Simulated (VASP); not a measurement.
# Cd in VASP: single point with PBE

Aim: the single point of Cd with PBE.

Program: VASP 6.6.1. These are calculated values, not measurements. Logs are shortened: lines on timing, memory, paths and dates and some standing lists are left out, and cuts for length are marked.

**1. The cell of the first run**

The cell holds a slab with vacuum, 5 atoms: a = 3.049 Å, b = 3.049 Å, c = 27.293 Å, α = 90.00°, β = 90.00°, γ = 120.00°.

**2. Single point, PBE**

POSCAR reads:

```
Cd
1.0
    3.0493773094      0.0000000000      0.0000000000
   -1.5246886547      2.6408382156      0.0000000000
    0.0000000000      0.0000000000     27.2925000000
Cd
5
Direct
    0.0000000000      0.0000000000      0.2931215307
    0.3333333340      0.6666666660      0.3965607655
    0.0000000000      0.0000000000      0.4999999997
    0.3333333340      0.6666666660      0.6034392345
    0.0000000000      0.0000000000      0.7068784693
```

INCAR.step1 reads:

```
SYSTEM = Cd
  PREC = Accurate
  ENCUT = 520
  EDIFF = 1E-7
  ISMEAR = -1
  SIGMA = 0.1
  LREAL = .False.
  LASPH = .True.
  NELM = 60
  ALGO = Normal
  ISIF = 2
  LWAVE = .False.
  LCHARG = .True.
  LDIPOL = .True.
  IDIPOL = 3
  DIPOL = 0.5 0.5 0.500
  GGA = PE
  NBANDS = 38
```

KPOINTS.step1 reads:

```
regular mesh
0
Gamma
  14 14 1
  0 0 0
```

INCAR.step2 reads:

```
SYSTEM = Cd
  PREC = Accurate
  ENCUT = 520
  EDIFF = 1E-7
  ISMEAR = -5
  SIGMA = 0.1
  LREAL = .False.
  LASPH = .True.
  NELM = 60
  ALGO = Normal
  ISIF = 2
  LWAVE = .False.
  LCHARG = .False.
  LDIPOL = .True.
  IDIPOL = 3
  DIPOL = 0.5 0.5 0.500
  GGA = PE
  LORBIT = 11
  NEDOS = 2001
  ICHARG = 11
```

KPOINTS.step2 reads:

```
regular mesh
0
Gamma
  21 21 1
  0 0 0
```

Potentials or basis: VASP PAW PBE potentials, release 64 (Cd).

On the command line:

```bash
$ cat potpaw_PBE.64/Cd/POTCAR > POTCAR
$ cp INCAR.step1 INCAR
$ cp KPOINTS.step1 KPOINTS
$ mpirun -np 1 vasp_std > vasp.out
$ cp INCAR.step2 INCAR
$ cp KPOINTS.step2 KPOINTS
$ mpirun -np 1 vasp_std > vasp.out
```

OUTCAR:

```text
SYSTEM = Cd
   PREC = Accurate
   ENCUT = 520
   EDIFF = 1E-7
   ISMEAR = -5
   LREAL = .False.
   LASPH = .True.
   NELM = 60
   ISIF = 2
   GGA = PE
   LORBIT = 11
   ICHARG = 11

 ion  position               nearest neighbor table
   1  0.000  0.000  0.293-   2 3.33   2 3.33   2 3.33
   2  0.333  0.667  0.397-   3 3.33   3 3.33   3 3.33   1 3.33   1 3.33   1 3.33
   3  0.000  0.000  0.500-   2 3.33   2 3.33   2 3.33   4 3.33   4 3.33   4 3.33
   4  0.333  0.667  0.603-   3 3.33   5 3.33   3 3.33   5 3.33   3 3.33   5 3.33
   5  0.000  0.000  0.707-   4 3.33   4 3.33   4 3.33

  LATTYP: Found a hexagonal cell.
 ALAT       =     3.0493773094
 C/A-ratio  =     8.9501879337

  Lattice vectors:

 A1 = (   3.0493773094,   0.0000000000,   0.0000000000)
 A2 = (  -1.5246886547,   2.6408382156,   0.0000000000)
 A3 = (   0.0000000000,   0.0000000000,  27.2925000000)

Analysis of symmetry for initial positions (statically):
=====================================================================
 Subroutine PRICEL returns:
 Original cell was already a primitive cell.

 Routine SETGRP: Setting up the symmetry group for a
 hexagonal supercell.

 Subroutine GETGRP returns: Found 12 space group operations
 (whereof 12 operations were pure point group operations)
 out of a pool of 24 trial point group operations.

The static configuration has the point symmetry D_3h.

Analysis of symmetry for dynamics (positions and initial velocities):
=====================================================================
 Subroutine PRICEL returns:
 Original cell was already a primitive cell.

 Routine SETGRP: Setting up the symmetry group for a
 hexagonal supercell.

 Subroutine GETGRP returns: Found 12 space group operations
 (whereof 12 operations were pure point group operations)
 out of a pool of 24 trial point group operations.

The dynamic configuration has the point symmetry D_3h.

 Subroutine INISYM returns: Found 12 space group operations
 (whereof 12 operations are pure point group operations),
 and found     1 'primitive' translations

----------------------------------------------------------------------------------------

                                     Primitive cell

  volume of cell :     219.7841

  direct lattice vectors                    reciprocal lattice vectors
     3.049377309  0.000000000  0.000000000     0.327935804  0.189333825  0.000000000
    -1.524688655  2.640838216  0.000000000     0.000000000  0.378667650  0.000000000
     0.000000000  0.000000000 27.292500000     0.000000000  0.000000000  0.036640103

  length of vectors
     3.049377309  3.049377309 27.292500000     0.378667650  0.378667650  0.036640103

  position of ions in fractional coordinates (direct lattice)
     0.000000000  0.000000000  0.293121531
     0.333333334  0.666666666  0.396560765
     0.000000000  0.000000000  0.500000000
     0.333333334  0.666666666  0.603439235
     0.000000000  0.000000000  0.706878469

  ion indices of the primitive-cell ions
   primitive index   ion index
                 1           1
                 2           2
                 3           3
                 4           4
                 5           5

----------------------------------------------------------------------------------------

 KPOINTS: regular mesh

Automatic generation of k-mesh.
 Grid dimensions read from file:
 generate k-points for:   21   21    1

 Generating k-lattice:

  Cartesian coordinates                     Fractional coordinates (reciprocal lattice)
     0.015615991  0.009015896  0.000000000     0.047619048  0.000000000  0.000000000
     0.000000000  0.018031793  0.000000000     0.000000000  0.047619048  0.000000000
     0.000000000  0.000000000  0.036640103     0.000000000  0.000000000  1.000000000

  Length of vectors
     0.018031793  0.018031793  0.036640103

  Shift w.r.t. Gamma in fractional coordinates (k-lattice)
     0.000000000  0.000000000  0.000000000

 TETIRR: Found    229 inequivalent tetrahedra from     2646

 Subroutine IBZKPT returns following result:
 ===========================================

 Found     48 irreducible k-points:

 Following reciprocal coordinates:
            Coordinates               Weight
  0.000000  0.000000  0.000000      1.000000
  0.047619  0.000000  0.000000      6.000000
  0.095238  0.000000  0.000000      6.000000
  0.142857  0.000000  0.000000      6.000000
  0.190476  0.000000  0.000000      6.000000
  0.238095  0.000000  0.000000      6.000000
[... 16 lines left out ...]
  0.142857  0.095238  0.000000     12.000000
  0.190476  0.095238  0.000000     12.000000
 [... further k-points ...]
   k-points           NKPTS =     48   k-points in BZ     NKDIM =     48   number of bands    NBANDS=     36
   number of dos      NEDOS =   2001   number of ions     NIONS =      5
   total plane-waves  NPLWV = 120960
   dimension x,y,z NGX =    24 NGY =   24 NGZ =  210
   dimension x,y,z NGXF=    48 NGYF=   48 NGZF=  420
   ions per type =               5
   NGX,Y,Z   is equivalent  to a cutoff of  13.08, 13.08, 12.79 a.u.
   NGXF,Y,Z  is equivalent  to a cutoff of  26.17, 26.17, 25.58 a.u.
 SYSTEM =  Cd
   PREC   = accura    normal or accurate (medium, high low for compatibility)
   ISTART =      0    job   : 0-new  1-cont  2-samecut
   ICHARG =     11    charge: 1-file 2-atom 10-const
   ISPIN  =      1    spin polarized calculation?
   LNONCOLLINEAR =      F non collinear calculations
   LSORBIT =      F    spin-orbit coupling
   LASPH  =      T    aspherical Exc in radial PAW
   ENCUT  =  520.0 eV  38.22 Ry    6.18 a.u.   5.67  5.67 50.75*2*pi/ulx,y,z
   NELM   =     60;   NELMIN=  2; NELMDL=  0     # of ELM steps
   EDIFF  = 0.1E-06   stopping-criterion for ELM
   LREAL  =      F    real-space projection
   EDIFFG = 0.1E-05   stopping-criterion for IOM
   NSW    =      0    number of steps for IOM
   IBRION =     -1    ionic relax: 0-MD 1-quasi-New 2-CG
   NFREE  =      0    steps in history (QN), initial steepest desc. (CG)
   ISIF   =      2    stress and relaxation
   ISYM   =      2    0-nonsym 1-usesym 2-fastsym
   POTIM  = 0.5000    time-step for ionic-motion
   TEBEG  =    0.0;   TEEND  =   0.0 temperature during run
   PSTRESS=    0.0 pullay stress
   NELECT =      60.0000    total number of electrons
   NUPDOWN=      -1.0000    fix difference up-down
   EMIN   =  10.00;   EMAX   =-10.00  energy-range for DOS
   EFERMI =   0.00;   METHOD = LEGACY
   ISMEAR =    -5;   SIGMA  =   0.10  broadening in eV -4-tet -1-fermi 0-gaus
   EFERMI_NEDOS =   21; number of points for ismear=-14 and -15
   IALGO  =     38    algorithm
   IMIX   =      4    mixing-type and parameters
     AMIX     =   0.40;   BMIX     =  1.00
     AMIX_MAG =   1.60;   BMIX_MAG =  1.00
  volume/ion in A,a.u.               =      43.96       296.64
  Fermi-wavevector in a.u.,A,eV,Ry     =   1.062005  2.006898 15.345389  1.127854
  Thomas-Fermi vector in A             =   2.197441
   LORBIT       =     11    0 simple, 1 ext, 2 COOP (PROOUT), +10 PAW based schemes
   GGA     = PE    functional components
   LHFCALC =     F    Hartree Fock is set to
   AEXX    =    0.0000 exact exchange contribution
   IVDW    =     0    specifies the selected vdW correction
   LEPSILON=     F    determine dielectric tensor
   LRPA    =     F    only Hartree local field effects (RPA)
 non-spin polarized calculation
 Fermi weights with tetrahedron method with Bloechl corrections
  energy-cutoff  :      520.00
  volume of cell :      219.78
 maximum number of plane-waves:      5957
 NGX is ok and might be reduce to    24

 number of electron      60.0000010 magnetization

 dipolmoment           0.000000      0.000000     -0.000000 electrons x Angstroem

 Free energy of the ion-electron system (eV)
  ---------------------------------------------------
  ext. energy  EPLUGINS =         0.00000000
  ---------------------------------------------------
  free energy    TOTEN  =        -3.51258345 eV

  energy without entropy =       -3.51258345  energy(sigma->0) =       -3.51258345

 E-fermi :  -0.4380     XC(G=0):  -6.1303

 val. band max:       -0.4217216020   @ k =   0.3333   0.3333   0.0000
 cond. band min:      -0.4516368093   @ k =   0.0000   0.0000   0.0000
 fundamental gap:     -0.0299152073
 Fermi energy:        -0.4379780450

 k-point     1 :       0.0000    0.0000    0.0000
  band No.  band energies     occupation
      1     -10.0895      2.00000
      2     -10.0378      2.00000
      3      -9.9380      2.00000
      4      -9.8888      2.00000
      5      -9.8589      2.00000
      6      -9.5878      2.00000
[... 28 lines left out ...]
     35       3.5246      0.00000
     36       3.7461      0.00000

 k-point     2 :       0.0476    0.0000    0.0000
  band No.  band energies     occupation
      1     -10.0691      2.00000
      2     -10.0174      2.00000
      3      -9.9178      2.00000
      4      -9.8694      2.00000
      5      -9.8414      2.00000
      6      -9.5956      2.00000
[... 28 lines left out ...]
     35       3.5753      0.00000
     36       3.7947      0.00000
[... 817 lines left out ...]
     35       4.4773      0.00000
     36       4.6637      0.00000

 k-point    24 :       0.1905    0.0952    0.0000
  band No.  band energies     occupation
      1      -9.8994      2.00000
      2      -9.8587      2.00000
      3      -9.7716      2.00000
      4      -9.7221      2.00000
      5      -9.7163      2.00000
      6      -9.6590      2.00000
[... 28 lines left out ...]
     35       4.9162      0.00000
     36       5.0889      0.00000

 [... further k-points ...]

------------------------ aborting loop because EDIFF is reached ----------------------------------------

 vacuum level on the upper side and lower side of the slab       (xc-potential included)        -0.210        -0.210

  FORCE on cell =-STRESS in cart. coord.  units (eV):
  Direction    XX          YY          ZZ          XY          YZ          ZX
  --------------------------------------------------------------------------------------
  -------------------------------------------------------------------------------------
  Total       -0.9646932     -0.9646932      0.1523098      0.0000000      0.0000000     -0.0000000
  in kB       -7.0323990     -7.0323990      1.1103048      0.0000000      0.0000000     -0.0000000
  external PRESSURE =      -4.3181644 kB  Pullay stress =       0.0000000 kB

 VOLUME and BASIS-vectors are now :
 -----------------------------------------------------------------------------
  energy-cutoff  :      520.00
  volume of cell :      219.78
      direct lattice vectors                 reciprocal lattice vectors
     3.049377309  0.000000000  0.000000000     0.327935804  0.189333825  0.000000000
    -1.524688655  2.640838216  0.000000000     0.000000000  0.378667650  0.000000000
     0.000000000  0.000000000 27.292500000     0.000000000  0.000000000  0.036640103

 POSITION                                       TOTAL-FORCE (eV/Angst)
 -----------------------------------------------------------------------------------
      0.00000      0.00000      8.00002        -0.000000     -0.000000     -0.014449
      0.00000      1.76056     10.82313         0.000000     -0.000000      0.075569
      0.00000      0.00000     13.64625         0.000000     -0.000000      0.000000
      0.00000      1.76056     16.46937        -0.000000      0.000000     -0.075569
      0.00000      0.00000     19.29248        -0.000000     -0.000000      0.014449
 -----------------------------------------------------------------------------------
    total drift:                                0.004342     -0.002507     -0.000014

  FREE ENERGIE OF THE ION-ELECTRON SYSTEM (eV)
  ---------------------------------------------------
  free  energy   TOTEN  =        -3.5125834458 eV

  energy  without entropy=       -3.5125834458  energy(sigma->0) =       -3.51258345

 vacuum level on the upper side and lower side of the slab         3.113         3.113

 total charge

# of ion       s       p       d       tot
------------------------------------------
    1        0.536   0.253   9.488  10.277
    2        0.529   0.282   9.487  10.298
    3        0.519   0.282   9.485  10.286
    4        0.529   0.282   9.487  10.298
    5        0.536   0.253   9.488  10.277
--------------------------------------------------
tot          2.649   1.353  47.435  51.437
```

Run time: 3.9 min. Hardware: 1 thread of AMD EPYC 9R45 (Zen 5), shared host; peak memory 0.45 GiB.

What came out:

* Valence electrons inside the program's atomic spheres: Cd 10.28, 10.30, 10.29 (each value once)

Levels at points of the mesh, in eV from the Fermi level:
| k point | band 28 | band 29 | band 30 | band 31 | band 32 | band 33 |
| --- | --- | --- | --- | --- | --- | --- |
| (0.00, 0.00, 0.00) | -6.83 | -5.55 | -3.97 | -2.03 | -0.01 | 2.02 |
